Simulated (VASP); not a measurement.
# Na2S (Fm-3m) in VASP: further runs, part 2 of 2

VASP 6.6.1. Earlier steps stand in the parts before.

## (5) Relaxation of cell and atoms, PBEsol, target pressure 4 GPa, at which the enthalpy is minimised

This run uses another cell than the first one, of 22.90 Å³/atom, 1.032 times its volume.

INCAR

```
SYSTEM = Na2S
ALGO     = Normal         ! electronic algorithm
EDIFF    = 1E-7           ! SCF threshold, eV
EDIFFG   = -0.002         ! ionic threshold
ENCUT    = 500            ! plane-wave cutoff, eV
GGA      = PS             ! functional
GGA_COMPAT= .False.      
IBRION   = 2              ! ionic algorithm
ISIF     = 3              ! what is computed and relaxed
ISMEAR   = 0              ! smearing method
LASPH    = .True.         ! aspherical terms in the spheres
LCHARG   = .False.        ! write CHGCAR
LREAL    = .False.        ! projectors in reciprocal space
LWAVE    = .False.        ! write WAVECAR
NELM     = 120            ! most SCF steps
NELMIN   = 4            
NSW      = 100            ! ionic steps
PREC     = Accurate       ! precision mode
PSTRESS  = 40.0         
SIGMA    = 0.01           ! smearing width, eV
```

KPOINTS

```
k-points
0
Gamma
  6 6 6
  0 0 0
```

POSCAR

```
Na2S
1.0
    0.0000000000      3.2506202990      3.2506202990
    3.2506202990      0.0000000000      3.2506202990
    3.2506202990      3.2506202990      0.0000000000
Na S
2 1
Direct
    0.2500000000      0.2500000000      0.2500000000
    0.7500000000      0.7500000000      0.7500000000
    0.0000000000      0.0000000000      0.0000000000
```

Potentials or basis: VASP PAW PBE potentials, release 64 (Na_pv, S).

The run is started by

```console
cat potpaw_PBE.64/Na_pv/POTCAR potpaw_PBE.64/S/POTCAR > POTCAR
mpirun -np 1 vasp_std > vasp.out
```

OUTCAR:

```text
SYSTEM = Na2S
   EDIFF = 1E-7
   EDIFFG = -0.002
   ENCUT = 500
   GGA = PS
   IBRION = 2
   ISIF = 3
   ISMEAR = 0
   LASPH = .True.
   LREAL = .False.
   NELM = 120
   NELMIN = 4
   NSW = 100
   PREC = Accurate
   PSTRESS = 40.0

 ion  position               nearest neighbor table
   1  0.250  0.250  0.250-
   2  0.750  0.750  0.750-
   3  0.000  0.000  0.000-

  LATTYP: Found a face centered cubic cell.
 ALAT       =     6.5012405980

  Lattice vectors:

 A1 = (   0.0000000000,   3.2506202990,   3.2506202990)
 A2 = (   3.2506202990,   0.0000000000,   3.2506202990)
 A3 = (   3.2506202990,   3.2506202990,   0.0000000000)

Analysis of symmetry for initial positions (statically):
=====================================================================
 Subroutine PRICEL returns:
 Original cell was already a primitive cell.

 Routine SETGRP: Setting up the symmetry group for a
 face centered cubic supercell.

 Subroutine GETGRP returns: Found 48 space group operations
 (whereof 48 operations were pure point group operations)
 out of a pool of 48 trial point group operations.

The static configuration has the point symmetry O_h .

Analysis of symmetry for dynamics (positions and initial velocities):
=====================================================================
 Subroutine PRICEL returns:
 Original cell was already a primitive cell.

 Routine SETGRP: Setting up the symmetry group for a
 face centered cubic supercell.

 Subroutine GETGRP returns: Found 48 space group operations
 (whereof 48 operations were pure point group operations)
 out of a pool of 48 trial point group operations.

The dynamic configuration has the point symmetry O_h .

 Subroutine INISYM returns: Found 48 space group operations
 (whereof 48 operations are pure point group operations),
 and found     1 'primitive' translations

----------------------------------------------------------------------------------------

                                     Primitive cell

  volume of cell :      68.6956

  direct lattice vectors                    reciprocal lattice vectors
     0.000000000  3.250620299  3.250620299    -0.153816796  0.153816796  0.153816796
     3.250620299  0.000000000  3.250620299     0.153816796 -0.153816796  0.153816796
     3.250620299  3.250620299  0.000000000     0.153816796  0.153816796 -0.153816796

  length of vectors
     4.597071313  4.597071313  4.597071313     0.266418506  0.266418506  0.266418506

  position of ions in fractional coordinates (direct lattice)
     0.250000000  0.250000000  0.250000000
     0.750000000  0.750000000  0.750000000
     0.000000000  0.000000000  0.000000000

  ion indices of the primitive-cell ions
   primitive index   ion index
                 1           1
                 2           2
                 3           3

----------------------------------------------------------------------------------------

 KPOINTS: k-points

Automatic generation of k-mesh.
 Grid dimensions read from file:
 generate k-points for:    6    6    6

 Generating k-lattice:

  Cartesian coordinates                     Fractional coordinates (reciprocal lattice)
    -0.025636133  0.025636133  0.025636133     0.166666667  0.000000000  0.000000000
     0.025636133 -0.025636133  0.025636133     0.000000000  0.166666667  0.000000000
     0.025636133  0.025636133 -0.025636133     0.000000000  0.000000000  0.166666667

  Length of vectors
     0.044403084  0.044403084  0.044403084

  Shift w.r.t. Gamma in fractional coordinates (k-lattice)
     0.000000000  0.000000000  0.000000000

 Subroutine IBZKPT returns following result:
 ===========================================

 Found     16 irreducible k-points:

 Following reciprocal coordinates:
            Coordinates               Weight
  0.000000  0.000000  0.000000      1.000000
  0.166667  0.000000  0.000000      8.000000
  0.333333  0.000000  0.000000      8.000000
  0.500000  0.000000  0.000000      4.000000
  0.166667  0.166667  0.000000      6.000000
  0.333333  0.166667  0.000000     24.000000
[... 8 lines left out ...]
 -0.333333  0.333333  0.166667     24.000000
 -0.333333  0.500000  0.166667     12.000000
   k-points           NKPTS =     16   k-points in BZ     NKDIM =     16   number of bands    NBANDS=     14
   number of dos      NEDOS =    301   number of ions     NIONS =      3
   total plane-waves  NPLWV =  46656
   dimension x,y,z NGX =    36 NGY =   36 NGZ =   36
   dimension x,y,z NGXF=    72 NGYF=   72 NGZF=   72
   ions per type =               2   1
   NGX,Y,Z   is equivalent  to a cutoff of  13.02, 13.02, 13.02 a.u.
   NGXF,Y,Z  is equivalent  to a cutoff of  26.04, 26.04, 26.04 a.u.
 SYSTEM =  Na2S
   PREC   = accura    normal or accurate (medium, high low for compatibility)
   ISTART =      0    job   : 0-new  1-cont  2-samecut
   ICHARG =      2    charge: 1-file 2-atom 10-const
   ISPIN  =      1    spin polarized calculation?
   LNONCOLLINEAR =      F non collinear calculations
   LSORBIT =      F    spin-orbit coupling
   LASPH  =      T    aspherical Exc in radial PAW
   ENCUT  =  500.0 eV  36.75 Ry    6.06 a.u.   8.38  8.38  8.38*2*pi/ulx,y,z
   NELM   =    120;   NELMIN=  4; NELMDL= -5     # of ELM steps
   EDIFF  = 0.1E-06   stopping-criterion for ELM
   LREAL  =      F    real-space projection
   EDIFFG = -.2E-02   stopping-criterion for IOM
   NSW    =    100    number of steps for IOM
   IBRION =      2    ionic relax: 0-MD 1-quasi-New 2-CG
   NFREE  =      1    steps in history (QN), initial steepest desc. (CG)
   ISIF   =      3    stress and relaxation
   ISYM   =      2    0-nonsym 1-usesym 2-fastsym
   POTIM  = 0.5000    time-step for ionic-motion
   TEBEG  =    0.0;   TEEND  =   0.0 temperature during run
   PSTRESS=   40.0 pullay stress
   NELECT =      20.0000    total number of electrons
   NUPDOWN=      -1.0000    fix difference up-down
   EMIN   =  10.00;   EMAX   =-10.00  energy-range for DOS
   EFERMI =   0.00;   METHOD = LEGACY
   ISMEAR =     0;   SIGMA  =   0.01  broadening in eV -4-tet -1-fermi 0-gaus
   EFERMI_NEDOS =   21; number of points for ismear=-14 and -15
   IALGO  =     38    algorithm
   IMIX   =      4    mixing-type and parameters
     AMIX     =   0.40;   BMIX     =  1.00
     AMIX_MAG =   1.60;   BMIX_MAG =  1.00
  volume/ion in A,a.u.               =      22.90       154.53
  Fermi-wavevector in a.u.,A,eV,Ry     =   1.085030  2.050410 16.018017  1.177291
  Thomas-Fermi vector in A             =   2.221134
   LORBIT       =      0    0 simple, 1 ext, 2 COOP (PROOUT), +10 PAW based schemes
   GGA     = PS    functional components
   LHFCALC =     F    Hartree Fock is set to
   AEXX    =    0.0000 exact exchange contribution
   IVDW    =     0    specifies the selected vdW correction
   LEPSILON=     F    determine dielectric tensor
   LRPA    =     F    only Hartree local field effects (RPA)
 conjugate gradient relaxation of ions
 non-spin polarized calculation
 Gauss-broadening in eV      SIGMA  =   0.01
  energy-cutoff  :      500.00
  volume of cell :       68.70
 maximum number of plane-waves:      1807
 NGX is ok and might be reduce to    36
   NGX = 17   NGY = 17   NGZ = 17

--------------------------------------- Ionic step        1  -------------------------------------------

 number of electron      19.9999984 magnetization

 Free energy of the ion-electron system (eV)
  ---------------------------------------------------
  ext. energy  EPLUGINS =         0.00000000
  ---------------------------------------------------
  free energy    TOTEN  =       -10.37481042 eV

  energy without entropy =      -10.37481042  energy(sigma->0) =      -10.37481042

------------------------ aborting loop because EDIFF is reached ----------------------------------------

  FORCE on cell =-STRESS in cart. coord.  units (eV):
  Direction    XX          YY          ZZ          XY          YZ          ZX
  --------------------------------------------------------------------------------------
  -------------------------------------------------------------------------------------
  Total        0.0199131      0.0199131      0.0199131      0.0000000      0.0000000      0.0000000
  in kB        0.4644306      0.4644306      0.4644306      0.0000000      0.0000000      0.0000000
  external PRESSURE =     -39.5355694 kB  Pullay stress =      40.0000000 kB
[... 141 lines left out ...]
  enthalpy is  TOTEN    =        -8.7514319050 eV   P V=        1.5437636483

--------------------------------------- Ionic step        5  -------------------------------------------

 number of electron      20.0000015 magnetization

 Free energy of the ion-electron system (eV)
  ---------------------------------------------------
  ext. energy  EPLUGINS =         0.00000000
  ---------------------------------------------------
  free energy    TOTEN  =       -10.29605511 eV

  energy without entropy =      -10.29605511  energy(sigma->0) =      -10.29605511

 E-fermi :   0.7301     XC(G=0):  -8.4350

 val. band max:        0.6771124391   @ k =   0.0000   0.0000   0.0000
 cond. band min:       3.4566161154   @ k =   0.0000   0.0000   0.0000
 fundamental gap:      2.7795036763
 Fermi energy:         0.7301088660

 k-point     1 :       0.0000    0.0000    0.0000
  band No.  band energies     occupation
      1     -21.1584      2.00000
      2     -21.1584      2.00000
      3     -21.1584      2.00000
      4     -21.0774      2.00000
      5     -21.0774      2.00000
      6     -21.0774      2.00000
      7      -9.6406      2.00000
      8       0.6771      2.00000
      9       0.6771      2.00000
     10       0.6771      2.00000
     11       3.4566      0.00000
     12       8.7606      0.00000
     13       8.7606      0.00000
     14       8.7606      0.00000
[... 283 lines left out ...]
  FREE ENERGIE OF THE ION-ELECTRON SYSTEM (eV)
  ---------------------------------------------------
  free  energy   TOTEN  =       -10.2960551145 eV

  energy  without entropy=      -10.2960551145  energy(sigma->0) =      -10.29605511

  enthalpy is  TOTEN    =        -8.7514335614 eV   P V=        1.5446215532

 reached required accuracy - stopping structural energy minimisation
```

Run time: 23 s. Hardware: 1 thread of Intel Xeon 6975P-C (Granite Rapids), shared host; peak memory 0.2 GiB.

Results:

| Item | Value |
| --- | --- |
| Free energy | -10.2961 eV |
| Relaxed volume | 20.62 Å³/atom |
| Relaxed cell | a = 4.439 Å, b = 4.439 Å, c = 4.439 Å, α = 60.00°, β = 60.00°, γ = 60.00° |
| Space group after relaxing (to 0.05 Å) | Fm-3m (No. 225) |
| Energy change on relaxing (the enthalpy is what falls) | +26.3 meV/atom |
| Ionic steps | 5 |
| Pressure after relaxing | 4.0 GPa |
| Band gap on the k mesh | 2.78 eV, direct |

The path:
| step | energy change (eV) | largest force (eV/Å) | pressure (GPa) | volume (Å³) |
| --- | --- | --- | --- | --- |
| 1 | 0.0000 | 0.0000 | 0.05 | 68.70 |
| 2 | 0.0490 | 0.0000 | 3.05 | 63.23 |
| 3 | 0.0764 | 0.0000 | 3.93 | 61.96 |
| 4 | 0.0796 | 0.0000 | 4.03 | 61.83 |
| 5 | 0.0788 | 0.0000 | 3.99 | 61.87 |

Final structure:
```cif
data_structure
_symmetry_space_group_name_H-M 'P 1'
_symmetry_Int_Tables_number 1
_cell_length_a 4.4395
_cell_length_b 4.4395
_cell_length_c 4.4395
_cell_angle_alpha 60.000
_cell_angle_beta 60.000
_cell_angle_gamma 60.000
_cell_volume 61.87
loop_
_atom_site_label
_atom_site_type_symbol
_atom_site_fract_x
_atom_site_fract_y
_atom_site_fract_z
_atom_site_occupancy
Na1 Na 0.25000 0.25000 0.25000 1
Na2 Na 0.75000 0.75000 0.75000 1
S1 S 0.00000 0.00000 0.00000 1
```

Caveat: the cell is relaxed towards a set pressure, so the enthalpy falls and the energy may rise; the PAW data sets were made with another functional, which shifts forces and pressure a little.

## (6) Relaxation of cell and atoms, PBEsol, target pressure 7 GPa, at which the enthalpy is minimised

This run uses another cell than the first one, of 22.90 Å³/atom, 1.032 times its volume.

INCAR

```
PREC = Accurate
ENCUT = 500
EDIFF = 1E-7
ISMEAR = 0
SIGMA = 0.01
LREAL = F
LASPH = T
NELM = 120
ALGO = Normal
ISIF = 3
LWAVE = F
LCHARG = F
GGA = PS
IBRION = 2
NSW = 100
EDIFFG = -0.002
PSTRESS = 70.0
GGA_COMPAT = F
NELMIN = 4
```

KPOINTS

```
Automatic mesh
0
Gamma
  6 6 6
```

POSCAR is that of step 5.

Potentials or basis: VASP PAW PBE potentials, release 64 (Na_pv, S).

The run is started by

```console
cat potpaw_PBE.64/Na_pv/POTCAR potpaw_PBE.64/S/POTCAR > POTCAR
mpirun -np 1 vasp_std > vasp.out
```

Wall time 25 s (1 thread of Intel Xeon 6975P-C (Granite Rapids), shared host); peak memory 0.2 GiB.

Results (log left out):

```yaml
Free_energy: -10.1772 eV
Relaxed_volume: 19.45 Å³/atom
Relaxed_cell: a = 4.354 Å, b = 4.354 Å, c = 4.354 Å, α = 60.00°, β = 60.00°, γ = 60.00°
Space_group_after_relaxing_to_0.05_Å: Fm-3m (No. 225)
Energy_change_on_relaxing_the_enthalpy_is_what_falls: +65.9 meV/atom
Ionic_steps: 6
Pressure_after_relaxing: 7.0 GPa
Band_gap_on_the_k_mesh: 3.00 eV, direct
```

The path:
| step | energy change (eV) | largest force (eV/Å) | pressure (GPa) | volume (Å³) |
| --- | --- | --- | --- | --- |
| 1 | 0.0000 | 0.0000 | 0.05 | 68.70 |
| 2 | 0.1600 | 0.0000 | 6.16 | 59.28 |
| 3 | 0.1936 | 0.0000 | 6.90 | 58.46 |
| 4 | 0.2020 | 0.0000 | 7.12 | 58.26 |
| 5 | 0.1966 | 0.0000 | 6.98 | 58.39 |
| 6 | 0.1976 | 0.0000 | 7.01 | 58.36 |

Final structure:
```yaml
crystal:
  lattice:
    - [0.00000, 3.07871, 3.07871]
    - [3.07871, 0.00000, 3.07871]
    - [3.07871, 3.07871, 0.00000]
  atoms:
    - { symbol: Na, position: [0.25000, 0.25000, 0.25000] }
    - { symbol: Na, position: [0.75000, 0.75000, 0.75000] }
    - { symbol: S, position: [0.00000, 0.00000, 0.00000] }
```

Levels at points of the mesh, in eV from the valence-band top:
```csv
k point,band 7,band 8,band 9,band 10,band 11,band 12,band 13,band 14
"(0.00, 0.00, 0.00)",-10.42,0.00,0.00,0.00,3.00,8.29,8.29,8.29
"(0.50, 0.00, 0.00)",-10.01,-2.01,-0.14,-0.14,5.48,7.04,7.45,7.45
"(0.50, 0.50, 0.00)",-9.89,-1.78,-0.53,-0.53,3.74,6.48,9.94,10.88
```

Caveat: the cell is relaxed towards a set pressure, so the enthalpy falls and the energy may rise; the volume moved by over 15 % at a fixed basis, so the end points are rough; the PAW data sets were made with another functional, which shifts forces and pressure a little. Expect the measured gap to be larger: semilocal functionals such as PBEsol lack the derivative discontinuity.

## (7) Summary

```tsv
task	cell	gap on the mesh (eV)	pressure (GPa)
single point	a = 4.549 Å, angles 60.0°, 3 atoms	2.53	1.1
relaxation of cell and atoms	relaxed to 1 GPa from a = 4.597 Å, angles 60.0°, 3 atoms	2.52	1.0
relaxation of cell and atoms	relaxed to 2 GPa from a = 4.597 Å, angles 60.0°, 3 atoms	2.61	2.0
relaxation of cell and atoms	relaxed to 4 GPa from a = 4.597 Å, angles 60.0°, 3 atoms	2.78	4.0
relaxation of cell and atoms	relaxed to 7 GPa from a = 4.597 Å, angles 60.0°, 3 atoms	3.00	7.0
```

Alike in all rows: level PBEsol; potentials or basis VASP PAW PBE potentials, release 64 (Na_pv, S); no spin polarisation; k mesh 6 × 6 × 6; cutoff (eV) 500; smearing gaussian 0.01 eV.

Caveats: the PAW data sets were made with another functional, which shifts forces and pressure a little; the cell is relaxed towards a set pressure, so the enthalpy falls and the energy may rise (some runs); the volume moved by over 15 % at a fixed basis, so the end points are rough (some runs).

Total energies depend on the potentials used, so only differences within one code and one set of settings carry meaning.
